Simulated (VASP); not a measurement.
Write the native input for VASP 6.6.1 that does the following.

| Item | Value |
| --- | --- |
| Task | single point |
| Functional | PBE0 |
| Potentials or basis | VASP PAW PBE potentials, release 64 (Sb) |
| Cutoff | 520 eV |
| k mesh | 4 × 4 × 4 |
| Occupations | fermi-dirac, width 0.05 eV |
| Spin | no spin polarisation |
| Dipole correction | no |
| Grid for exact exchange (PRECFOCK) | Normal |
| Further INCAR settings | ALGO = Normal; EDIFF = 1e-07; NBANDS = 8 |

Crystal: Sb.

```
Sb
1.0
     3.04820    0.00000    0.00000
     0.00000    3.04820    0.00000
     0.00000    0.00000    3.04820
Sb
1
Cartesian
  0.0000 0.0000 0.0000
```

The input as run:

POSCAR

```
Sb
1.0
    3.0482039333      0.0000000000      0.0000000000
    0.0000000000      3.0482039333      0.0000000000
    0.0000000000      0.0000000000      3.0482039333
Sb
1
Direct
    0.0000000000      0.0000000000      0.0000000000
```

INCAR.step1

```
SYSTEM = Sb
ALGO = Normal ; EDIFF = 1E-5
ENCUT = 520 ; GGA = PE
ISIF = 2 ; ISMEAR = -1
LASPH = .True. ; LREAL = .False.
LWAVE = .True. ; NBANDS = 8
NELM = 60 ; PREC = Accurate
SIGMA = 0.05
```

INCAR.step2

```
SYSTEM = Sb
AEXX = 0.25 ; ALGO = Normal
EDIFF = 1E-7 ; ENCUT = 520
GGA = PE ; ISIF = 2
ISMEAR = -1 ; ISTART = 1
LASPH = .True. ; LCHARG = .True.
LELF = .True. ; LHFCALC = .True.
LREAL = .False. ; LVHAR = .True.
LWAVE = .False. ; NBANDS = 8
NELM = 60 ; PREC = Accurate
PRECFOCK = Normal ; SIGMA = 0.05
```

KPOINTS

```
k-points
0
Gamma
  4 4 4
  0 0 0
```

Potentials or basis: VASP PAW PBE potentials, release 64 (Sb).

Command:

```console
$ cat potpaw_PBE.64/Sb/POTCAR > POTCAR
$ cp INCAR.step1 INCAR
$ mpirun -np 1 vasp_std > vasp.out
$ cp INCAR.step2 INCAR
$ mpirun -np 1 vasp_std > vasp.out
```

Results of the run:

```yaml
Pressure: -1.3 GPa
```

Caveat: the k points lie up to 0.52 Å⁻¹ apart; the PAW data sets were made with another functional, which shifts forces and pressure a little.

It took 98 s on 1 thread of AMD EPYC 7R43 64-Core Processor (Zen 3), with other jobs on the host, peak memory 0.11 GiB.
